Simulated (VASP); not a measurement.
# Rb (Im-3m) in VASP: notebook

The runs below take Rb through single point, with PBE.

Everything below comes from runs of VASP 6.6.1. Logs are shortened: lines on timing, memory, paths and dates and some standing lists are left out, and cuts for length are marked.

## Step 1: The cell of the first run

Symmetry: Im-3m, No. 229, cubic system. The conventional cell has a = 5.722 Å, b = 5.722 Å, c = 5.722 Å, α = 90.00°, β = 90.00°, γ = 90.00°.

## Step 2: Single point, PBE (93.68 Å³/atom)

Input file INCAR:

```
ALGO     = Fast           # electronic algorithm
EDIFF    = 1E-6           # SCF threshold, eV
ENCUT    = 520            # plane-wave cutoff, eV
GGA      = PE             # functional
ISIF     = 2              # what is computed and relaxed
ISMEAR   = 0              # smearing method
LASPH    = T              # aspherical terms in the spheres
LCHARG   = F              # write CHGCAR
LREAL    = F              # projectors in reciprocal space
LWAVE    = F              # write WAVECAR
NBANDS   = 10             # bands
NELM     = 100            # most SCF steps
PREC     = Accurate       # precision mode
SIGMA    = 0.1            # smearing width, eV
```

Input file KPOINTS:

```
k-points
0
Gamma
  16 16 16
```

Input file POSCAR:

```
Rb
1.0
   -2.8611106367      2.8611106367      2.8611106367
    2.8611106367     -2.8611106367      2.8611106367
    2.8611106367      2.8611106367     -2.8611106367
Rb
1
Direct
    0.0000000000      0.0000000000      0.0000000000
```

Potentials or basis: VASP PAW PBE potentials, release 64 (Rb_sv).

The run is started by

```
$ cat potpaw_PBE.64/Rb_sv/POTCAR > POTCAR
$ mpirun -np 1 vasp_std > vasp.out
```

OUTCAR:

```text
EDIFF = 1E-6
   ENCUT = 520
   GGA = PE
   ISIF = 2
   ISMEAR = 0
   LASPH = T
   LREAL = F
   NELM = 100
   PREC = Accurate

 ion  position               nearest neighbor table
   1  0.000  0.000  0.000-

  LATTYP: Found a body centered cubic cell.
 ALAT       =     5.7222212734

  Lattice vectors:

 A1 = (  -2.8611106367,   2.8611106367,   2.8611106367)
 A2 = (   2.8611106367,  -2.8611106367,   2.8611106367)
 A3 = (   2.8611106367,   2.8611106367,  -2.8611106367)

Analysis of symmetry for initial positions (statically):
=====================================================================
 Subroutine PRICEL returns:
 Original cell was already a primitive cell.

 Routine SETGRP: Setting up the symmetry group for a
 body centered cubic supercell.

 Subroutine GETGRP returns: Found 48 space group operations
 (whereof 48 operations were pure point group operations)
 out of a pool of 48 trial point group operations.

The static configuration has the point symmetry O_h .

Analysis of symmetry for dynamics (positions and initial velocities):
=====================================================================
 Subroutine PRICEL returns:
 Original cell was already a primitive cell.

 Routine SETGRP: Setting up the symmetry group for a
 body centered cubic supercell.

 Subroutine GETGRP returns: Found 48 space group operations
 (whereof 48 operations were pure point group operations)
 out of a pool of 48 trial point group operations.

The dynamic configuration has the point symmetry O_h .

 Subroutine INISYM returns: Found 48 space group operations
 (whereof 48 operations are pure point group operations),
 and found     1 'primitive' translations

----------------------------------------------------------------------------------------

                                     Primitive cell

  volume of cell :      93.6837

  direct lattice vectors                    reciprocal lattice vectors
    -2.861110637  2.861110637  2.861110637     0.000000000  0.174757311  0.174757311
     2.861110637 -2.861110637  2.861110637     0.174757311  0.000000000  0.174757311
     2.861110637  2.861110637 -2.861110637     0.174757311  0.174757311  0.000000000

  length of vectors
     4.955588989  4.955588989  4.955588989     0.247144159  0.247144159  0.247144159

  position of ions in fractional coordinates (direct lattice)
     0.000000000  0.000000000  0.000000000

  ion indices of the primitive-cell ions
   primitive index   ion index
                 1           1
[... 71 lines left out ...]
   NELM   =    100;   NELMIN=  2; NELMDL= -5     # of ELM steps
   EDIFF  = 0.1E-05   stopping-criterion for ELM
   LREAL  =      F    real-space projection
[... 7 lines left out ...]
   TEBEG  =    0.0;   TEEND  =   0.0 temperature during run
   PSTRESS=    0.0 pullay stress
   NELECT =       9.0000    total number of electrons
   NUPDOWN=      -1.0000    fix difference up-down
   EMIN   =  10.00;   EMAX   =-10.00  energy-range for DOS
   EFERMI =   0.00;   METHOD = LEGACY
   ISMEAR =     0;   SIGMA  =   0.10  broadening in eV -4-tet -1-fermi 0-gaus
   EFERMI_NEDOS =   21; number of points for ismear=-14 and -15
   IALGO  =     68    algorithm
   IMIX   =      4    mixing-type and parameters
     AMIX     =   0.40;   BMIX     =  1.00
     AMIX_MAG =   1.60;   BMIX_MAG =  1.00
  volume/ion in A,a.u.               =      93.68       632.21
  Fermi-wavevector in a.u.,A,eV,Ry     =   0.749781  1.416880  7.648805  0.562171
  Thomas-Fermi vector in A             =   1.846380
   LORBIT       =      0    0 simple, 1 ext, 2 COOP (PROOUT), +10 PAW based schemes
   GGA     = PE    functional components
   LHFCALC =     F    Hartree Fock is set to
   AEXX    =    0.0000 exact exchange contribution
   IVDW    =     0    specifies the selected vdW correction
   LEPSILON=     F    determine dielectric tensor
   LRPA    =     F    only Hartree local field effects (RPA)
 non-spin polarized calculation
 RMM-DIIS sequential band-by-band and
 Gauss-broadening in eV      SIGMA  =   0.10
  energy-cutoff  :      520.00
  volume of cell :       93.68
 maximum number of plane-waves:      2550
 NGX is ok and might be reduce to    40
   NGX = 19   NGY = 19   NGZ = 19

 number of electron       9.0000000 magnetization

 Free energy of the ion-electron system (eV)
  ---------------------------------------------------
  ext. energy  EPLUGINS =         0.00000000
  ---------------------------------------------------
  free energy    TOTEN  =        -0.93788178 eV

  energy without entropy =       -0.93335822  energy(sigma->0) =       -0.93562000

 E-fermi :  -0.0500     XC(G=0):  -5.3970

 val. band max:       -0.0514683976   @ k =  -0.3750   0.4375   0.1250
 cond. band min:      -0.0472078863   @ k =   0.3125   0.1875   0.0000
 fundamental gap:      0.0042605112
 Fermi energy:        -0.0499650484

 k-point     1 :       0.0000    0.0000    0.0000
  band No.  band energies     occupation
      1     -28.9706      2.00000
      2     -13.0154      2.00000
      3     -13.0154      2.00000
      4     -13.0154      2.00000
      5      -1.9858      2.00000
      6       3.5993      0.00000
      7       3.5993      0.00000
      8       3.5993      0.00000
      9       4.5128      0.00000
     10       4.5128      0.00000
[... 287 lines left out ...]
 k-point    24 :       0.2500    0.1875    0.0000
  band No.  band energies     occupation
      1     -28.9674      2.00000
      2     -13.0828      2.00000
      3     -13.0433      2.00000
      4     -13.0226      2.00000
      5      -0.4702      2.00000
      6       1.7377      0.00000
      7       2.2506      0.00000
      8       4.1461      0.00000
      9       4.3593      0.00000
     10       5.0684      0.00000

 [... further k-points ...]

------------------------ aborting loop because EDIFF is reached ----------------------------------------

  FORCE on cell =-STRESS in cart. coord.  units (eV):
  Direction    XX          YY          ZZ          XY          YZ          ZX
  --------------------------------------------------------------------------------------
  -------------------------------------------------------------------------------------
  Total       -0.0451294     -0.0451294     -0.0451294      0.0000000      0.0000000      0.0000000
  in kB       -0.7718029     -0.7718029     -0.7718029      0.0000000      0.0000000      0.0000000
  external PRESSURE =      -0.7718029 kB  Pullay stress =       0.0000000 kB

 VOLUME and BASIS-vectors are now :
 -----------------------------------------------------------------------------
  energy-cutoff  :      520.00
  volume of cell :       93.68
      direct lattice vectors                 reciprocal lattice vectors
    -2.861110637  2.861110637  2.861110637     0.000000000  0.174757311  0.174757311
     2.861110637 -2.861110637  2.861110637     0.174757311  0.000000000  0.174757311
     2.861110637  2.861110637 -2.861110637     0.174757311  0.174757311  0.000000000

 POSITION                                       TOTAL-FORCE (eV/Angst)
 -----------------------------------------------------------------------------------
      0.00000      0.00000      0.00000        -0.000000     -0.000000      0.000000
 -----------------------------------------------------------------------------------
    total drift:                                0.000000      0.000000     -0.000000

  FREE ENERGIE OF THE ION-ELECTRON SYSTEM (eV)
  ---------------------------------------------------
  free  energy   TOTEN  =        -0.9378817846 eV

  energy  without entropy=       -0.9333582225  energy(sigma->0) =       -0.93562000
```

OSZICAR:

```text
N       E                     dE             d eps       ncg     rms          rms(c)
DAV:   1     0.436072644666E+02    0.43607E+02   -0.32543E+03  2900   0.649E+02
DAV:   2     0.202917824351E+01   -0.41578E+02   -0.40627E+02  3172   0.125E+02
DAV:   3    -0.803238050612E+00   -0.28324E+01   -0.28257E+01  3860   0.331E+01
DAV:   4    -0.933932659820E+00   -0.13069E+00   -0.13043E+00  4124   0.624E+00
DAV:   5    -0.936087349770E+00   -0.21547E-02   -0.21544E-02  3866   0.749E-01    0.118E+00
RMM:   6    -0.936740328053E+00   -0.65298E-03   -0.13486E-03  3242   0.237E-01    0.717E-01
RMM:   7    -0.937761502630E+00   -0.10212E-02   -0.33023E-03  3353   0.354E-01    0.475E-02
RMM:   8    -0.937876958523E+00   -0.11546E-03   -0.19919E-04  3856   0.950E-02    0.731E-03
RMM:   9    -0.937880362557E+00   -0.34040E-05   -0.47299E-05  4744   0.337E-02    0.553E-03
RMM:  10    -0.937881602967E+00   -0.12404E-05   -0.95432E-06  4572   0.146E-02    0.370E-03
RMM:  11    -0.937881784599E+00   -0.18163E-06   -0.30524E-06  3878   0.753E-03
   1 F= -.93788178E+00 E0= -.93562000E+00  d E =-.452356E-02
```

stdout:

```text
POSCAR found type information on POSCAR Rb
 POSCAR found :  1 types and       1 ions
 scaLAPACK will be used
 LDA part: xc-table for (Slater+PW92), standard interpolation
 POSCAR, INCAR and KPOINTS ok, starting setup
 FFT: planning ... GRIDC
 FFT: planning ... GRID_SOFT
 FFT: planning ... GRID
 WAVECAR not read
 entering main loop
```

It took 2.9 min on 1 thread of Intel Xeon 8259CL, shared host; peak memory 0.32 GiB.

Results:

- Free energy: -0.9379 eV
- Pressure: -0.1 GPa
- Band gap on the k mesh: zero (an odd number of electrons rules out a gap without spin polarisation)

## Step 3: Single point, PBE (96.41 Å³/atom)

This run uses another cell than the first one, of 96.41 Å³/atom.

Input file INCAR:

```
SYSTEM = Rb
PREC = Accurate ; ENCUT = 520
EDIFF = 1E-6 ; ISMEAR = 0
SIGMA = 0.1 ; LREAL = .False.
LASPH = .True. ; NELM = 60
ALGO = Fast ; ISIF = 2
LWAVE = .False. ; LCHARG = .False.
GGA = PE ; NBANDS = 10
```

Input file KPOINTS:

```
regular mesh
0
Gamma
  16 16 16
  0 0 0
```

Input file POSCAR:

```
Rb
1.0
   -2.8886230037      2.8886230037      2.8886230037
    2.8886230037     -2.8886230037      2.8886230037
    2.8886230037      2.8886230037     -2.8886230037
Rb
1
Direct
    0.0000000000      0.0000000000      0.0000000000
```

Potentials or basis: VASP PAW PBE potentials, release 64 (Rb_sv).

The run is started by

```
$ cat potpaw_PBE.64/Rb_sv/POTCAR > POTCAR
$ mpirun -np 1 vasp_std > vasp.out
```

It took 3.7 min on 1 thread of Intel Xeon 8259CL, shared host; peak memory 0.32 GiB.

Results (log left out):

| Item | Value |
| --- | --- |
| Free energy | -0.9360 eV |
| Pressure | -0.1 GPa |
| Band gap on the k mesh | zero (an odd number of electrons rules out a gap without spin polarisation) |

Levels at points of the mesh, in eV from the Fermi level:
```csv
k point,band 1,band 2,band 3,band 4,band 5,band 6,band 7,band 8
"(0.00, 0.00, 0.00)",-28.94,-12.98,-12.98,-12.98,-1.90,3.62,3.62,3.62
"(0.50, 0.00, 0.00)",-28.93,-13.06,-13.01,-12.98,0.25,0.74,2.57,4.13
"(0.50, 0.50, 0.50)",-28.93,-13.04,-13.04,-13.04,1.29,1.29,3.10,3.10
```

[end of part 1 of 2]
